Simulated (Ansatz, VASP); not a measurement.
## Li2S in VASP and in Ansatz

File POSCAR:

```
Li2S
1.0
    0.0000000000      2.7864326862      2.7864326862
    2.7864326862      0.0000000000      2.7864326862
    2.7864326862      2.7864326862      0.0000000000
Li S
2 1
Direct
    0.2500000000      0.2500000000      0.2500000000
    0.7500000000      0.7500000000      0.7500000000
    0.0000000000      0.0000000000      0.0000000000
```

INCAR.step1

```
ALGO = Normal
EDIFF = 1E-5
ENCUT = 830
GGA = PE
GGA_COMPAT = F
ISMEAR = 0
LASPH = T
LCHARG = F
LREAL = F
LWAVE = T
NBANDS = 13
NELM = 120
PREC = Accurate
SIGMA = 0.02
```

Contents of INCAR.step2:

```
ALGO = Normal
EDIFF = 1E-6
ENCUT = 830
GGA_COMPAT = F
ISIF = 2
ISMEAR = 0
ISTART = 1
LASPH = T
LCHARG = F
LMIXTAU = T
LREAL = F
LWAVE = F
METAGGA = R2SCAN
NBANDS = 13
NELM = 120
PREC = Accurate
SIGMA = 0.02
```

KPOINTS

```
k-points
0
Gamma
  8 8 8
```

Input for Ansatz:

```yaml
crystal:
  lattice:
    - [0.0, 2.7864326862, 2.7864326862]
    - [2.7864326862, 0.0, 2.7864326862]
    - [2.7864326862, 2.7864326862, 0.0]
  atoms:
    - { symbol: Li, position: [0.25, 0.25, 0.25] }
    - { symbol: Li, position: [0.75, 0.75, 0.75] }
    - { symbol: S, position: [0.0, 0.0, 0.0] }
basis:
  ecutwfc: 500
kpoints:
  mp_grid: { grid: [8, 8, 8] }
hamiltonian:
  xc: r2scan
scf:
  occupations: { method: gaussian, width: 0.02 }
output:
  forces: true
  stress: true
  eigenvalues: true
```

Alike in both runs: task single point; functional r2SCAN; k mesh 8 × 8 × 8; occupations gaussian, width 0.02 eV; no spin polarisation.

|  | VASP | Ansatz |
| --- | --- | --- |
| version | VASP 6.6.1 | Ansatz 0.2.0 |
| potentials or method | VASP PAW PBE potentials, release 64 (Li_sv, S), cutoff 830 eV | scalar-relativistic, plane waves, PAW |
| valence electrons in the cell | 12 | 12 |

```tsv
	VASP	Ansatz	Ansatz less VASP
gap on the k mesh at the Fermi level (eV)	3.81	3.83	+0.015
least direct gap on the mesh (eV)	5.38	5.31	-0.071
pressure (GPa)	2.9	3.0	+0.13
```

VASP's potentials were made for PBE, not for r2SCAN. With one functional, cell and mesh, what is left measures potentials, basis and numerics.
